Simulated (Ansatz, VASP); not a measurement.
One calculation of GeBr, two programs

File INCAR:

```
ALGO = Normal
EDIFF = 1E-6
ENCUT = 520
GGA = PE
ISIF = 2
ISMEAR = 0
LASPH = True
LCHARG = False
LREAL = False
LWAVE = False
NBANDS = 18
NELM = 60
PREC = Accurate
SIGMA = 0.1
```

Contents of KPOINTS:

```
k-points
0
Gamma
  6 6 6
```

POSCAR

```
GeBr
1.0
    1.5884813300      0.9171101200      5.3944837100
   -1.5884813300      0.9171101200      5.3944837100
    0.0000000000     -1.8342202400      5.3944837100
Ge Br
1 1
Direct
    0.0000000000      0.0000000000      0.0000000000
    0.5000000000      0.5000000000      0.5000000000
```

Input for Ansatz:

```yaml
crystal:
  lattice:
    - [1.58848133, 0.91711012, 5.39448371]
    - [-1.58848133, 0.91711012, 5.39448371]
    - [0.0, -1.83422024, 5.39448371]
  atoms:
    - { symbol: Ge, position: [0.0, 0.0, 0.0] }
    - { symbol: Br, position: [0.5, 0.5, 0.5] }
basis:
  ecutwfc: 420
kpoints:
  mp_grid: { grid: [6, 6, 6] }
hamiltonian:
  xc: pbe
scf:
  occupations: { method: gaussian, width: 0.1 }
  lower_state_search: "off"
output:
  forces: true
  stress: true
  eigenvalues: true
```

Change from the starting cell: species swapped into the AgPt type (R-3m, No. 166).

Alike in both runs: task single point; functional PBE; k mesh 6 × 6 × 6; occupations gaussian, width 0.1 eV; no spin polarisation.

|  | VASP | Ansatz |
| --- | --- | --- |
| version | VASP 6.6.1 | Ansatz 0.2.0 |
| potentials or method | VASP PAW PBE potentials, release 64 (Ge_d, Br), cutoff 520 eV | scalar-relativistic, plane waves, PAW |
| valence electrons in the cell | 21 | 21 |

```tsv
	VASP	Ansatz	Ansatz less VASP
gap on the k mesh at the Fermi level (eV)	none	none	-
pressure (GPa)	0.3	0.3	0.00
traceless stress, the component that is largest in VASP (GPa)	-3.70	-3.68	+0.023
```

A gap of «none» marks a metal or a gap that the smearing closes.

The k mesh is coarse, so the values compare programs but aren't converged.
